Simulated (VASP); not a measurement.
# SiC in VASP: a series of runs

Runs on SiC. Level: PBE. Tasks: single point.

All numbers are computed with VASP 6.6.1; they aren't measurements. Logs are shortened: lines on timing, memory, paths and dates and some standing lists are left out, and cuts for length are marked.

## Step 1: The cell of the first run

The cell holds a disordered packing, 16 atoms: a = 5.822 Å, b = 5.849 Å, c = 5.422 Å, α = 92.66°, β = 93.36°, γ = 87.54°.

## Step 2: Single point, PBE

File INCAR:

```
SYSTEM = SiC
ALGO = Normal ; EDIFF = 1E-6
ENCUT = 520 ; GGA = PE
GGA_COMPAT = .FALSE. ; ISIF = 2
ISMEAR = -1 ; ISYM = -1
LASPH = .TRUE. ; LCHARG = .FALSE.
LREAL = Auto ; LWAVE = .FALSE.
NBANDS = 46 ; NELM = 120
PREC = Accurate ; SIGMA = 0.1379
```

File KPOINTS:

```
explicit points
1
Reciprocal
  0.25000000   0.25000000   0.25000000 1
```

File POSCAR:

```
SiC
1.0
    5.8188710000      0.1233160000     -0.1634130000
    0.1233160000      5.8466490000     -0.1286390000
   -0.1634130000     -0.1286390000      5.4181290000
Si C
8 8
Direct
    0.3828733447      0.1847489351      0.5815700217
    0.8889389448      0.9618061059      0.6852828634
    0.6760065925      0.5609677177      1.1706929812
    0.9831458090      0.7791457294      0.2167010667
    0.6236385250      0.4755170391      0.6472984823
    0.2518051456      0.2896228762      0.0884249953
    0.3992917239      0.8268868228      0.2525833830
    0.3744480287      0.7267204833      0.7963138700
    0.0496316872      0.2245788232      0.7716861408
   -0.0256480586      0.4866908883      0.7180091509
    0.5794347469      0.9799460409      0.0734156476
    0.0590073004      0.6773983772      0.8674825590
    0.8307162195      0.3012687088      0.2972270935
    0.0429397658      0.3927466247      0.3619106243
    0.5935468181      0.9859771179      0.7937013638
    0.8153839871      1.0758352968      0.2133975991
```

Potentials or basis: VASP PAW PBE potentials, release 64 (Si, C).

Command:

```
$ cat potpaw_PBE.64/Si/POTCAR potpaw_PBE.64/C/POTCAR > POTCAR
$ mpirun -np 1 vasp_std > vasp.out
```

OUTCAR:

```text
SYSTEM = SiC
   EDIFF = 1E-6
   ENCUT = 520
   GGA = PE
   ISIF = 2
   ISMEAR = -1
   ISYM = -1
   LASPH = .TRUE.
   LREAL = Auto
   NELM = 120
   PREC = Accurate

 ion  position               nearest neighbor table
   1  0.383  0.185  0.582-  15 2.00   9 2.25   5 2.25  14 2.54   7 2.69   6 2.83   6 2.93   8 2.97

   2  0.889  0.962  0.685-  15 1.85   9 1.86  12 2.15   4 2.79   8 3.13   4 3.13
   3  0.676  0.561  0.171-  13 1.87   4 2.24   7 2.24  14 2.50  11 2.56   5 2.69   8 2.79   5 2.86
                             6 2.99
   4  0.983  0.779  0.217-  16 1.95  12 2.03   3 2.24  14 2.43   7 2.45   2 2.79   2 3.13
   5  0.624  0.476  0.647-  10 2.06   8 2.18   1 2.25  13 2.47   3 2.69   3 2.86
   6  0.252  0.290  0.088-  14 2.03   9 2.05  11 2.58   1 2.83   1 2.93   7 2.96   3 2.99
   7  0.399  0.827  0.253-  11 1.77   3 2.24   4 2.45   8 2.51   1 2.69   6 2.96   8 3.05
   8  0.374  0.727  0.796-  12 1.94  15 2.02   5 2.18  11 2.37   7 2.51   3 2.79   1 2.97   7 3.05
                             2 3.13
   9  0.050  0.225  0.772-  10 1.61   2 1.86   6 2.05   1 2.25
  10  0.974  0.487  0.718-  12 1.44   9 1.61  14 2.04   5 2.06
  11  0.579  0.980  0.073-  15 1.53  16 1.64   7 1.77   8 2.37   3 2.56   6 2.58
  12  0.059  0.677  0.867-  10 1.44   8 1.94   4 2.03   2 2.15
  13  0.831  0.301  0.297-  16 1.38  14 1.39   3 1.87   5 2.47
  14  0.043  0.393  0.362-  13 1.39   6 2.03  10 2.04   4 2.43   3 2.50   1 2.54
  15  0.594  0.986  0.794-  11 1.53   2 1.85   1 2.00   8 2.02
  16  0.815  0.076  0.213-  13 1.38  11 1.64   4 1.95

IMPORTANT INFORMATION: All symmetrisations will be switched off!
NOSYMM: (Re-)initialisation of all symmetry stuff for point group C_1.

----------------------------------------------------------------------------------------

                                     Primitive cell

  volume of cell :     184.0000

  direct lattice vectors                    reciprocal lattice vectors
     5.818871000  0.123316000 -0.163413000     0.172072577 -0.003516961  0.005106279
     0.123316000  5.846649000 -0.128639000    -0.003516961  0.171199422  0.003958600
    -0.163413000 -0.128639000  5.418129000     0.005106279  0.003958600  0.184813551

  length of vectors
     5.822471156  5.849364013  5.422118927     0.172184247  0.171281294  0.184926454

  position of ions in fractional coordinates (direct lattice)
     0.382873345  0.184748935  0.581570022
     0.888938945  0.961806106  0.685282863
     0.676006593  0.560967718  0.170692981
     0.983145809  0.779145729  0.216701067
     0.623638525  0.475517039  0.647298482
     0.251805146  0.289622876  0.088424995
     0.399291724  0.826886823  0.252583383
     0.374448029  0.726720483  0.796313870
     0.049631687  0.224578823  0.771686141
     0.974351941  0.486690888  0.718009151
     0.579434747  0.979946041  0.073415648
     0.059007300  0.677398377  0.867482559
     0.830716219  0.301268709  0.297227093
     0.042939766  0.392746625  0.361910624
     0.593546818  0.985977118  0.793701364
     0.815383987  0.075835297  0.213397599

  ion indices of the primitive-cell ions
   primitive index   ion index
                 1           1
                 2           2
                 3           3
                 4           4
                 5           5
                 6           6
                 7           7
                 8           8
                 9           9
                10          10
                11          11
                12          12
                13          13
                14          14
                15          15
                16          16

----------------------------------------------------------------------------------------

 KPOINTS: explicit points

Read explicit list of k-points.

 Found      1 k-points:

 Following reciprocal coordinates:
            Coordinates               Weight
  0.250000  0.250000  0.250000      1.000000
   k-points           NKPTS =      1   k-points in BZ     NKDIM =      1   number of bands    NBANDS=     46
   number of dos      NEDOS =    301   number of ions     NIONS =     16
   total plane-waves  NPLWV =  92160
   dimension x,y,z NGX =    48 NGY =   48 NGZ =   40
   dimension x,y,z NGXF=    96 NGYF=   96 NGZF=   80
   ions per type =               8   8
   NGX,Y,Z   is equivalent  to a cutoff of  13.71, 13.64, 12.26 a.u.
   NGXF,Y,Z  is equivalent  to a cutoff of  27.41, 27.28, 24.53 a.u.
 SYSTEM =  SiC
   PREC   = accura    normal or accurate (medium, high low for compatibility)
   ISTART =      0    job   : 0-new  1-cont  2-samecut
   ICHARG =      2    charge: 1-file 2-atom 10-const
   ISPIN  =      1    spin polarized calculation?
   LNONCOLLINEAR =      F non collinear calculations
   LSORBIT =      F    spin-orbit coupling
   LASPH  =      T    aspherical Exc in radial PAW
   ENCUT  =  520.0 eV  38.22 Ry    6.18 a.u.  10.83 10.88 10.08*2*pi/ulx,y,z
   NELM   =    120;   NELMIN=  2; NELMDL= -5     # of ELM steps
   EDIFF  = 0.1E-05   stopping-criterion for ELM
   LREAL  =      T    real-space projection
   EDIFFG = 0.1E-04   stopping-criterion for IOM
   NSW    =      0    number of steps for IOM
   IBRION =     -1    ionic relax: 0-MD 1-quasi-New 2-CG
   NFREE  =      0    steps in history (QN), initial steepest desc. (CG)
   ISIF   =      2    stress and relaxation
   ISYM   =     -1    0-nonsym 1-usesym 2-fastsym
   POTIM  = 0.5000    time-step for ionic-motion
   TEBEG  =    0.0;   TEEND  =   0.0 temperature during run
   PSTRESS=    0.0 pullay stress
   NELECT =      64.0000    total number of electrons
   NUPDOWN=      -1.0000    fix difference up-down
   EMIN   =  10.00;   EMAX   =-10.00  energy-range for DOS
   EFERMI =   0.00;   METHOD = LEGACY
   ISMEAR =    -1;   SIGMA  =   0.14  broadening in eV -4-tet -1-fermi 0-gaus
   EFERMI_NEDOS =   21; number of points for ismear=-14 and -15
   IALGO  =     38    algorithm
   IMIX   =      4    mixing-type and parameters
     AMIX     =   0.40;   BMIX     =  1.00
     AMIX_MAG =   1.60;   BMIX_MAG =  1.00
  volume/ion in A,a.u.               =      11.50        77.61
  Fermi-wavevector in a.u.,A,eV,Ry     =   1.151319  2.175677 18.034996  1.325535
  Thomas-Fermi vector in A             =   2.287977
   LORBIT       =      0    0 simple, 1 ext, 2 COOP (PROOUT), +10 PAW based schemes
   GGA     = PE    functional components
   LHFCALC =     F    Hartree Fock is set to
   AEXX    =    0.0000 exact exchange contribution
   IVDW    =     0    specifies the selected vdW correction
   LEPSILON=     F    determine dielectric tensor
   LRPA    =     F    only Hartree local field effects (RPA)
 non-spin polarized calculation
  energy-cutoff  :      520.00
  volume of cell :      184.00
 maximum number of plane-waves:      4941
 NGX is ok and might be reduce to    48
   NGX = 21   NGY = 21   NGZ = 21

 number of electron      63.9999999 magnetization

 Free energy of the ion-electron system (eV)
  ---------------------------------------------------
  ext. energy  EPLUGINS =         0.00000000
  ---------------------------------------------------
  free energy    TOTEN  =      -102.47229390 eV

  energy without entropy =     -102.30492216  energy(sigma->0) =     -102.38860803

 E-fermi :   8.2378     XC(G=0): -11.0565

 val. band max:        7.9099570169   @ k =   0.2500   0.2500   0.2500
 cond. band min:       8.5646420326   @ k =   0.2500   0.2500   0.2500
 fundamental gap:      0.6546850156
 Fermi energy:         8.2377764605

 k-point     1 :       0.2500    0.2500    0.2500
  band No.  band energies     occupation
      1      -8.6987      2.00000
      2      -7.9842      2.00000
      3      -6.9685      2.00000
      4      -4.9541      2.00000
      5      -4.5462      2.00000
      6      -3.5412      2.00000
      7      -3.1866      2.00000
      8      -2.1772      2.00000
      9      -1.0710      2.00000
     10      -0.9015      2.00000
     11      -0.6359      2.00000
     12       0.2193      2.00000
     13       0.6347      2.00000
     14       1.1277      2.00000
     15       1.5025      2.00000
     16       1.8937      2.00000
     17       2.2015      2.00000
     18       2.7116      2.00000
     19       2.8666      2.00000
     20       3.3579      2.00000
     21       3.5700      2.00000
     22       4.0099      2.00000
     23       4.3159      2.00000
     24       4.8257      2.00000
     25       5.1123      2.00000
     26       5.4423      2.00000
     27       5.7801      2.00000
     28       6.3602      2.00000
     29       6.8680      1.99990
     30       7.2164      1.99879
     31       7.3027      1.99773
     32       7.9100      1.83015
     33       8.5646      0.17093
     34       9.1639      0.00242
     35       9.6476      0.00007
     36       9.9310      0.00001
     37      10.1054      0.00000
     38      10.6586      0.00000
     39      10.9577      0.00000
     40      11.3617      0.00000
     41      11.6099      0.00000
     42      11.9385      0.00000
     43      12.3132      0.00000
     44      12.6982      0.00000
 [bands above 44 left out]

------------------------ aborting loop because EDIFF is reached ----------------------------------------

  FORCE on cell =-STRESS in cart. coord.  units (eV):
  Direction    XX          YY          ZZ          XY          YZ          ZX
  --------------------------------------------------------------------------------------
  -------------------------------------------------------------------------------------
  Total        3.3417937      2.9707141     -4.0564787      8.3087001     -3.3550050      2.3126900
  in kB       29.0986239     25.8674529    -35.3217332     72.3478942    -29.2136607     20.1377170
  external PRESSURE =       6.5481145 kB  Pullay stress =       0.0000000 kB

 VOLUME and BASIS-vectors are now :
 -----------------------------------------------------------------------------
  energy-cutoff  :      520.00
  volume of cell :      184.00
      direct lattice vectors                 reciprocal lattice vectors
     5.818871000  0.123316000 -0.163413000     0.172072577 -0.003516961  0.005106279
     0.123316000  5.846649000 -0.128639000    -0.003516961  0.171199422  0.003958600
    -0.163413000 -0.128639000  5.418129000     0.005106279  0.003958600  0.184813551

 POSITION                                       TOTAL-FORCE (eV/Angst)
 -----------------------------------------------------------------------------------
      2.15564      1.05256      3.06469        -1.841565     -1.742121      0.982111
      5.17924      5.64481      3.44396         0.523638     -0.242282      0.156870
      3.97488      3.34119      0.74221        -0.985577     -2.177363     -0.860257
      5.78147      4.64875      0.91323         1.285969      0.919143     -0.422670
      3.58173      2.77382      3.34407         1.999103     -0.529696     -0.412819
      1.48649      1.71300      0.40069        -0.670919     -0.231340      0.216271
      2.38412      4.85126      1.19691        -2.665378      1.315777      2.883692
      2.13835      4.19262      4.15986        -0.032077      1.014249      0.316132
      0.19039      1.21988      4.14410         2.244910      1.723276      0.671558
      5.61231      2.87330      3.66844        -1.729906     -4.126022     -1.607391
      3.48050      5.79141      0.17703         3.521688      4.733985     -1.541861
      0.28513      3.85620      4.60335         0.541759      1.410605     -1.291352
      4.82241      1.82562      1.43591        -0.391184     -0.373756     -1.302168
      0.23915      2.25499      1.90334         2.107101      1.607989      0.500936
      3.44566      5.73576      4.07655        -1.227492     -0.523351      2.226445
      4.71909      0.51648      1.01322        -2.680069     -2.779093     -0.515498
 -----------------------------------------------------------------------------------
    total drift:                                0.000380      0.000786     -0.029196

  FREE ENERGIE OF THE ION-ELECTRON SYSTEM (eV)
  ---------------------------------------------------
  free  energy   TOTEN  =      -102.4722939033 eV

  energy  without entropy=     -102.3049221592  energy(sigma->0) =     -102.38860803
```

Run time: 14 s. Hardware: 1 thread of AMD EPYC 9R45 (Zen 5), shared host; peak memory 0.23 GiB.

Results:

* Free energy: -102.4723 eV
* Pressure: 0.7 GPa
* Largest force: 6.098 eV/Å

Forces in eV/Å, atoms in the order of the input:
```
Si  -1.842 -1.742  0.982
Si   0.524 -0.242  0.157
Si  -0.986 -2.177 -0.860
Si   1.286  0.919 -0.423
Si   1.999 -0.530 -0.413
Si  -0.671 -0.231  0.216
Si  -2.665  1.316  2.884
Si  -0.032  1.014  0.316
C    2.245  1.723  0.672
C   -1.730 -4.126 -1.607
C    3.522  4.734 -1.542
C    0.542  1.411 -1.291
C   -0.391 -0.374 -1.302
C    2.107  1.608  0.501
C   -1.227 -0.523  2.226
C   -2.680 -2.779 -0.515
```

Caveat: the atoms stand as in a frame of molecular dynamics.

(Continued in part 2 of 2.)
